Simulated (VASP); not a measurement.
LiTi2Ga4:

```
CELL_PARAMETERS angstrom
-3.26299 3.26299 2.66600
3.26299 -3.26299 2.66600
3.26299 3.26299 -2.66600
ATOMIC_POSITIONS crystal
Li 0.00000 0.00000 0.00000
Ga 0.30300 0.30300 0.60600
Ga 0.30300 0.69700 0.00000
Ga 0.69700 0.69700 0.39400
Ga 0.69700 0.30300 0.00000
Ti 0.75000 0.25000 0.50000
Ti 0.25000 0.75000 0.50000
```

* Program: VASP 6.6.1
* Task: relaxation of cell and atoms
* Functional: PBE
* Potentials or basis: VASP PAW PBE potentials, release 64 (Li_sv, Ga_d, Ti_sv)
* Cutoff: 600 eV
* k mesh: 4 × 4 × 4
* Occupations: fermi-dirac, width 0.1 eV
* Spin: no spin polarisation

At the start: pressure 4.7 GPa; volume 16.22 Å³/atom.

Question: Where does the relaxation end?

Answer: Over 11 steps the energy falls by 32.8 meV/atom and the volume is 17.14 Å³/atom (+5.7 %); space group I4/mmm (No. 139, to 0.05 Å).

Step by step:
```csv
step,energy change (eV),largest force (eV/Å),pressure (GPa),volume (Å³)
1,0.0000,0.6724,4.72,113.54
2,-0.1590,0.3753,-1.39,121.56
3,-0.1593,0.3844,-1.16,121.22
4,-0.1985,0.2458,-0.52,120.21
5,-0.2201,0.0859,0.42,118.91
6,-0.2204,0.0645,0.59,118.72
7,-0.2243,0.0436,-0.09,119.84
8,-0.2242,0.0353,-0.45,120.43
9,-0.2245,0.0397,-0.29,120.13
10,-0.2274,0.0243,-0.20,120.09
11,-0.2296,0.0009,-0.02,120.01
```

Final structure:
```cif
data_structure
_symmetry_space_group_name_H-M 'P 1'
_symmetry_Int_Tables_number 1
_cell_length_a 5.4397
_cell_length_b 5.4397
_cell_length_c 5.4397
_cell_angle_alpha 103.983
_cell_angle_beta 103.983
_cell_angle_gamma 121.114
_cell_volume 120.01
loop_
_atom_site_label
_atom_site_type_symbol
_atom_site_fract_x
_atom_site_fract_y
_atom_site_fract_z
_atom_site_occupancy
Li1 Li 0.00000 0.00000 0.00000 1
Ga1 Ga 0.28976 0.28976 0.57953 1
Ga2 Ga 0.28976 0.71024 0.00000 1
Ga3 Ga 0.71024 0.71024 0.42047 1
Ga4 Ga 0.71024 0.28976 0.00000 1
Ti1 Ti 0.75000 0.25000 0.50000 1
Ti2 Ti 0.25000 0.75000 0.50000 1
```

Caveat: the k points lie up to 0.38 Å⁻¹ apart in the final cell; the cutoff is under 1.25 times the usual one of these potentials, so pressure, stress and relaxed cells hold a basis-set (Pulay) error.
